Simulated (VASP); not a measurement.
# AlN (P6_3mc) in VASP: further runs

Runs on AlN. Level: PBE. Tasks: single point.

All numbers are computed with VASP 6.6.1; they aren't measurements. Logs are shortened: lines on timing, memory, paths and dates and some standing lists are left out, and cuts for length are marked.

## (1) The cell of the first run

Symmetry: P6_3mc, No. 186, hexagonal system. The conventional cell has a = 3.255 Å, b = 3.255 Å, c = 4.617 Å, α = 90.00°, β = 90.00°, γ = 120.00°. Within 2.3 Å of Al (site symmetry 3m) lie 4 N at 1.76 to 1.96 Å. Within 2.3 Å of N (site symmetry 3m) lie 4 Al at 1.76 to 1.96 Å.

## (2) Single point, PBE (strain +0.040 along x and y, -0.080 along z)

INCAR

```
PREC = Accurate ; ENCUT = 520
EDIFF = 1E-7 ; ISMEAR = 0
SIGMA = 0.05 ; LREAL = False
LASPH = True ; NELM = 80
ALGO = Normal ; ISIF = 2
LWAVE = False ; LCHARG = False
GGA = PE ; NBANDS = 16
```

KPOINTS

```
Automatic mesh
0
Gamma
  12 12 6
```

POSCAR

```
AlN
1.0
    3.2554491453      0.0000000000      0.0000000000
   -1.6277245727      2.8193016605      0.0000000000
    0.0000000000      0.0000000000      4.6165412822
Al N
2 2
Direct
    0.3333333333      0.6666666667      0.0017287175
    0.6666666667      0.3333333333      0.5017287175
    0.3333333333      0.6666666667      0.3832712825
    0.6666666667      0.3333333333      0.8832712825
```

Potentials or basis: VASP PAW PBE potentials, release 64 (Al, N).

On the command line:

```
$ cat potpaw_PBE.64/Al/POTCAR potpaw_PBE.64/N/POTCAR > POTCAR
$ mpirun -np 1 vasp_std > vasp.out
```

OUTCAR:

```text
PREC = Accurate
   ENCUT = 520
   EDIFF = 1E-7
   ISMEAR = 0
   LREAL = False
   LASPH = True
   NELM = 80
   ISIF = 2
   GGA = PE

 ion  position               nearest neighbor table
   1  0.333  0.667  0.002-   3 1.76   4 1.96   4 1.96   4 1.96   2 2.98   2 2.98   2 2.98   2 2.98
                             2 2.98   2 2.98
   2  0.667  0.333  0.502-   4 1.76   3 1.96   3 1.96   3 1.96   1 2.98   1 2.98   1 2.98   1 2.98
                             1 2.98   1 2.98
   3  0.333  0.667  0.383-   1 1.76   2 1.96   2 1.96   2 1.96
   4  0.667  0.333  0.883-   2 1.76   1 1.96   1 1.96   1 1.96

  LATTYP: Found a hexagonal cell.
 ALAT       =     3.2554491453
 C/A-ratio  =     1.4180965747

  Lattice vectors:

 A1 = (   3.2554491453,   0.0000000000,   0.0000000000)
 A2 = (  -1.6277245727,   2.8193016605,   0.0000000000)
 A3 = (   0.0000000000,   0.0000000000,   4.6165412822)

Analysis of symmetry for initial positions (statically):
=====================================================================
 Subroutine PRICEL returns:
 Original cell was already a primitive cell.

 Routine SETGRP: Setting up the symmetry group for a
 hexagonal supercell.

 Subroutine GETGRP returns: Found 12 space group operations
 (whereof  6 operations were pure point group operations)
 out of a pool of 24 trial point group operations.

The static configuration has the point symmetry C_3v.
 The point group associated with its full space group is C_6v.

Analysis of symmetry for dynamics (positions and initial velocities):
=====================================================================
 Subroutine PRICEL returns:
 Original cell was already a primitive cell.

 Routine SETGRP: Setting up the symmetry group for a
 hexagonal supercell.

 Subroutine GETGRP returns: Found 12 space group operations
 (whereof  6 operations were pure point group operations)
 out of a pool of 24 trial point group operations.

The dynamic configuration has the point symmetry C_3v.
 The point group associated with its full space group is C_6v.

 Subroutine INISYM returns: Found 12 space group operations
 (whereof  6 operations are pure point group operations),
 and found     1 'primitive' translations

----------------------------------------------------------------------------------------

                                     Primitive cell

  volume of cell :      42.3710

  direct lattice vectors                    reciprocal lattice vectors
     3.255449145  0.000000000  0.000000000     0.307177276  0.177348883  0.000000000
    -1.627724573  2.819301660  0.000000000     0.000000000  0.354697766  0.000000000
     0.000000000  0.000000000  4.616541282     0.000000000  0.000000000  0.216612381

  length of vectors
     3.255449145  3.255449145  4.616541282     0.354697766  0.354697766  0.216612381

  position of ions in fractional coordinates (direct lattice)
     0.333333333  0.666666667  0.001728718
     0.666666667  0.333333333  0.501728718
     0.333333333  0.666666667  0.383271282
     0.666666667  0.333333333  0.883271282

  ion indices of the primitive-cell ions
   primitive index   ion index
                 1           1
                 2           2
                 3           3
                 4           4

----------------------------------------------------------------------------------------

 KPOINTS: Automatic mesh

Automatic generation of k-mesh.
 Grid dimensions read from file:
 generate k-points for:   12   12    6

 Generating k-lattice:

  Cartesian coordinates                     Fractional coordinates (reciprocal lattice)
     0.025598106  0.014779074  0.000000000     0.083333333 -0.000000000  0.000000000
     0.000000000  0.029558147  0.000000000     0.000000000  0.083333333  0.000000000
     0.000000000  0.000000000  0.036102064     0.000000000  0.000000000  0.166666667

  Length of vectors
     0.029558147  0.029558147  0.036102064

  Shift w.r.t. Gamma in fractional coordinates (k-lattice)
     0.000000000  0.000000000  0.000000000

 Subroutine IBZKPT returns following result:
 ===========================================

 Found     76 irreducible k-points:

 Following reciprocal coordinates:
            Coordinates               Weight
  0.000000  0.000000  0.000000      1.000000
  0.083333  0.000000  0.000000      6.000000
  0.166667  0.000000  0.000000      6.000000
  0.250000  0.000000  0.000000      6.000000
  0.333333  0.000000  0.000000      6.000000
  0.416667  0.000000  0.000000      6.000000
[... 16 lines left out ...]
  0.250000  0.000000  0.166667     12.000000
  0.333333  0.000000  0.166667     12.000000
 [... further k-points ...]
   k-points           NKPTS =     76   k-points in BZ     NKDIM =     76   number of bands    NBANDS=     16
   number of dos      NEDOS =    301   number of ions     NIONS =      4
   total plane-waves  NPLWV =  20736
   dimension x,y,z NGX =    24 NGY =   24 NGZ =   36
   dimension x,y,z NGXF=    48 NGYF=   48 NGZF=   72
   ions per type =               2   2
   NGX,Y,Z   is equivalent  to a cutoff of  12.26, 12.26, 12.96 a.u.
   NGXF,Y,Z  is equivalent  to a cutoff of  24.51, 24.51, 25.93 a.u.
 SYSTEM =  unknown system
   PREC   = accura    normal or accurate (medium, high low for compatibility)
   ISTART =      0    job   : 0-new  1-cont  2-samecut
   ICHARG =      2    charge: 1-file 2-atom 10-const
   ISPIN  =      1    spin polarized calculation?
   LNONCOLLINEAR =      F non collinear calculations
   LSORBIT =      F    spin-orbit coupling
   LASPH  =      T    aspherical Exc in radial PAW
   ENCUT  =  520.0 eV  38.22 Ry    6.18 a.u.   6.05  6.05  8.58*2*pi/ulx,y,z
   NELM   =     80;   NELMIN=  2; NELMDL= -5     # of ELM steps
   EDIFF  = 0.1E-06   stopping-criterion for ELM
   LREAL  =      F    real-space projection
   EDIFFG = 0.1E-05   stopping-criterion for IOM
   NSW    =      0    number of steps for IOM
   IBRION =     -1    ionic relax: 0-MD 1-quasi-New 2-CG
   NFREE  =      0    steps in history (QN), initial steepest desc. (CG)
   ISIF   =      2    stress and relaxation
   ISYM   =      2    0-nonsym 1-usesym 2-fastsym
   POTIM  = 0.5000    time-step for ionic-motion
   TEBEG  =    0.0;   TEEND  =   0.0 temperature during run
   PSTRESS=    0.0 pullay stress
   NELECT =      16.0000    total number of electrons
   NUPDOWN=      -1.0000    fix difference up-down
   EMIN   =  10.00;   EMAX   =-10.00  energy-range for DOS
   EFERMI =   0.00;   METHOD = LEGACY
   ISMEAR =     0;   SIGMA  =   0.05  broadening in eV -4-tet -1-fermi 0-gaus
   EFERMI_NEDOS =   21; number of points for ismear=-14 and -15
   IALGO  =     38    algorithm
   IMIX   =      4    mixing-type and parameters
     AMIX     =   0.40;   BMIX     =  1.00
     AMIX_MAG =   1.60;   BMIX_MAG =  1.00
  volume/ion in A,a.u.               =      10.59        71.48
  Fermi-wavevector in a.u.,A,eV,Ry     =   1.183292  2.236097 19.050590  1.400179
  Thomas-Fermi vector in A             =   2.319529
   LORBIT       =      0    0 simple, 1 ext, 2 COOP (PROOUT), +10 PAW based schemes
   GGA     = PE    functional components
   LHFCALC =     F    Hartree Fock is set to
   AEXX    =    0.0000 exact exchange contribution
   IVDW    =     0    specifies the selected vdW correction
   LEPSILON=     F    determine dielectric tensor
   LRPA    =     F    only Hartree local field effects (RPA)
 non-spin polarized calculation
 Gauss-broadening in eV      SIGMA  =   0.05
  energy-cutoff  :      520.00
  volume of cell :       42.37
 maximum number of plane-waves:      1167
   NGX = 13   NGY = 13   NGZ = 17

 number of electron      16.0000000 magnetization

 Free energy of the ion-electron system (eV)
  ---------------------------------------------------
  ext. energy  EPLUGINS =         0.00000000
  ---------------------------------------------------
  free energy    TOTEN  =       -29.24207181 eV

  energy without entropy =      -29.24207181  energy(sigma->0) =      -29.24207181

 E-fermi :   6.5363     XC(G=0): -10.8346

 val. band max:        6.2544688511   @ k =   0.0000   0.0000   0.0000
 cond. band min:      10.0202128947   @ k =   0.0000   0.0000   0.0000
 fundamental gap:      3.7657440435
 Fermi energy:         6.5362655079

 k-point     1 :       0.0000    0.0000    0.0000
  band No.  band energies     occupation
      1      -9.1213      2.00000
      2      -6.5089      2.00000
      3       0.4642      2.00000
      4       4.6849      2.00000
      5       4.6849      2.00000
      6       5.7231      2.00000
[... 8 lines left out ...]
     15      18.5616      0.00000
     16      19.6270      0.00000

 k-point     2 :       0.0833    0.0000    0.0000
  band No.  band energies     occupation
      1      -9.0429      2.00000
      2      -6.4821      2.00000
      3       0.5558      2.00000
      4       4.3202      2.00000
      5       4.5681      2.00000
      6       5.3212      2.00000
[... 8 lines left out ...]
     15      18.6575      0.00000
     16      18.9275      0.00000

 k-point     3 :       0.1667    0.0000    0.0000
  band No.  band energies     occupation
      1      -8.8143      2.00000
      2      -6.4146      2.00000
      3       0.8254      2.00000
      4       3.4373      2.00000
      5       4.2939      2.00000
      6       4.5358      2.00000
[... 8 lines left out ...]
     15      18.2529      0.00000
     16      18.4585      0.00000

 k-point     4 :       0.2500    0.0000    0.0000
  band No.  band energies     occupation
      1      -8.4575      2.00000
      2      -6.3454      2.00000
      3       1.2555      2.00000
      4       2.4200      2.00000
      5       3.7164      2.00000
      6       3.9824      2.00000
[... 8 lines left out ...]
     15      18.1756      0.00000
     16      18.4673      0.00000
[... 324 lines left out ...]
 k-point    22 :       0.1667    0.0000    0.1667
  band No.  band energies     occupation
      1      -8.6923      2.00000
      2      -6.6386      2.00000
      3       1.0856      2.00000
      4       3.5879      2.00000
      5       4.2485      2.00000
      6       4.3760      2.00000
[... 8 lines left out ...]
     15      18.3298      0.00000
     16      18.4312      0.00000

 k-point    23 :       0.2500    0.0000    0.1667
  band No.  band energies     occupation
      1      -8.3439      2.00000
      2      -6.5266      2.00000
      3       1.2407      2.00000
      4       2.7392      2.00000
      5       3.4747      2.00000
      6       4.0749      2.00000
[... 8 lines left out ...]
     15      18.5055      0.00000
     16      18.5523      0.00000

 k-point    24 :       0.3333    0.0000    0.1667
  band No.  band energies     occupation
      1      -7.9168      2.00000
      2      -6.4585      2.00000
      3       1.0600      2.00000
      4       2.2742      2.00000
      5       2.9772      2.00000
      6       3.8145      2.00000
[... 8 lines left out ...]
     15      18.7143      0.00000
     16      19.3926      0.00000

 [... further k-points ...]

------------------------ aborting loop because EDIFF is reached ----------------------------------------

  FORCE on cell =-STRESS in cart. coord.  units (eV):
  Direction    XX          YY          ZZ          XY          YZ          ZX
  --------------------------------------------------------------------------------------
  -------------------------------------------------------------------------------------
  Total       -3.5199401     -3.5199401      9.9393633      0.0000000     -0.0000000     -0.0000000
  in kB     -133.0995766   -133.0995766    375.8373699      0.0000000     -0.0000000     -0.0000000
  external PRESSURE =      36.5460723 kB  Pullay stress =       0.0000000 kB

 VOLUME and BASIS-vectors are now :
 -----------------------------------------------------------------------------
  energy-cutoff  :      520.00
  volume of cell :       42.37
      direct lattice vectors                 reciprocal lattice vectors
     3.255449145  0.000000000  0.000000000     0.307177276  0.177348883  0.000000000
    -1.627724573  2.819301660  0.000000000     0.000000000  0.354697766  0.000000000
     0.000000000  0.000000000  4.616541282     0.000000000  0.000000000  0.216612381

 POSITION                                       TOTAL-FORCE (eV/Angst)
 -----------------------------------------------------------------------------------
     -0.00000      1.87953      0.00798         0.000000     -0.000000     -2.223193
      1.62772      0.93977      2.31625         0.000000      0.000000     -2.223193
     -0.00000      1.87953      1.76939        -0.000000      0.000000      2.223193
      1.62772      0.93977      4.07766         0.000000      0.000000      2.223193
 -----------------------------------------------------------------------------------
    total drift:                               -0.000000      0.000000     -0.000165

  FREE ENERGIE OF THE ION-ELECTRON SYSTEM (eV)
  ---------------------------------------------------
  free  energy   TOTEN  =       -29.2420718111 eV

  energy  without entropy=      -29.2420718111  energy(sigma->0) =      -29.24207181
```

Wall time 33 s (1 thread of Intel Xeon 8259CL, shared host); peak memory 0.17 GiB.

Results:

```
Free energy            : -29.2421 eV
Pressure               : 3.7 GPa
Largest force          : 2.223 eV/Å
Band gap on the k mesh : 3.77 eV
```

Forces on the atoms (eV/Å):
```
Al   0.000  0.000 -2.223
Al   0.000  0.000 -2.223
N    0.000  0.000  2.223
N    0.000  0.000  2.223
```

Stress tensor (GPa, compression positive):
```
-13.31   0.00   0.00
  0.00 -13.31   0.00
  0.00   0.00  37.58
```

Levels at points of the mesh, in eV from the valence-band top:
```
           k point  band 4  band 5  band 6  band 7  band 8  band 9  band 10  band 11  band 12  band 13
(0.00, 0.00, 0.00)   -1.57   -1.57   -0.53   -0.53    0.00    3.77     5.26     9.78     9.78    10.84
(0.50, 0.00, 0.00)   -3.91   -3.52   -2.78   -1.95   -0.76    4.92     6.35     7.73     9.94    10.28
(0.00, 0.00, 0.50)   -3.13   -1.07   -1.07   -1.07   -1.07    5.66     5.66    10.07    10.07    10.07
(0.50, 0.00, 0.50)   -5.85   -1.91   -1.91   -1.25   -1.25    5.28     5.28     9.35     9.35    11.64
```

Caveat: the cell differs from its parent crystal (strain +0.040 along x and y, -0.080 along z); the cell stands under pressure; forces of over 1 eV/Å act on the atoms, so gaps and moduli don't describe the material at rest. A k mesh can miss the band edges.

## (3) Single point, PBE (strain +0.000 along x and y, +0.040 along z)

INCAR

```
SYSTEM = AlN
PREC = Accurate
ENCUT = 520
EDIFF = 1E-7
ISMEAR = 0
SIGMA = 0.05
LREAL = .False.
LASPH = .True.
NELM = 60
ALGO = Normal
ISIF = 2
LWAVE = .False.
LCHARG = .False.
GGA = PE
NBANDS = 16
```

KPOINTS

```
regular mesh
0
Gamma
  12 12 6
  0 0 0
```

POSCAR

```
AlN
1.0
    3.1302395627      0.0000000000      0.0000000000
   -1.5651197814      2.7108669813      0.0000000000
    0.0000000000      0.0000000000      5.2186988408
Al N
2 2
Direct
    0.3333333333      0.6666666667      0.0017287175
    0.6666666667      0.3333333333      0.5017287175
    0.3333333333      0.6666666667      0.3832712825
    0.6666666667      0.3333333333      0.8832712825
```

Potentials or basis: VASP PAW PBE potentials, release 64 (Al, N).

On the command line:

```
$ cat potpaw_PBE.64/Al/POTCAR potpaw_PBE.64/N/POTCAR > POTCAR
$ mpirun -np 1 vasp_std > vasp.out
```

Wall time 40 s (1 thread of Intel Xeon 8259CL, shared host); peak memory 0.18 GiB.

The run converged. Its results:

| Item | Value |
| --- | --- |
| Free energy | -29.6960 eV |
| Pressure | -6.7 GPa |
| Largest force | 0.282 eV/Å |
| Band gap on the k mesh | 3.77 eV |

Forces in eV/Å, atoms in the order of the input:
```
Al   0.000  0.000  0.282
Al   0.000  0.000  0.282
N    0.000  0.000 -0.282
N    0.000  0.000 -0.282
```

Stress tensor (GPa, compression positive):
```
 -2.45   0.00   0.00
  0.00  -2.45   0.00
  0.00   0.00 -15.06
```

Levels at points of the mesh, in eV from the valence-band top:
```csv
k point,band 4,band 5,band 6,band 7,band 8,band 9,band 10,band 11,band 12,band 13
"(0.00, 0.00, 0.00)",-0.56,-0.56,-0.03,-0.03,0.00,3.77,6.66,10.07,11.22,11.22
"(0.50, 0.00, 0.00)",-4.04,-3.05,-1.73,-1.55,-0.57,5.57,5.94,7.78,9.92,10.85
"(0.00, 0.00, 0.50)",-3.26,-0.30,-0.30,-0.30,-0.30,6.23,6.23,9.81,9.81,11.54
"(0.50, 0.00, 0.50)",-5.23,-1.28,-1.28,-1.21,-1.21,5.12,5.12,8.97,8.97,11.15
```

Caveat: the cell differs from its parent crystal (strain +0.000 along x and y, +0.040 along z); the cell stands under tension.
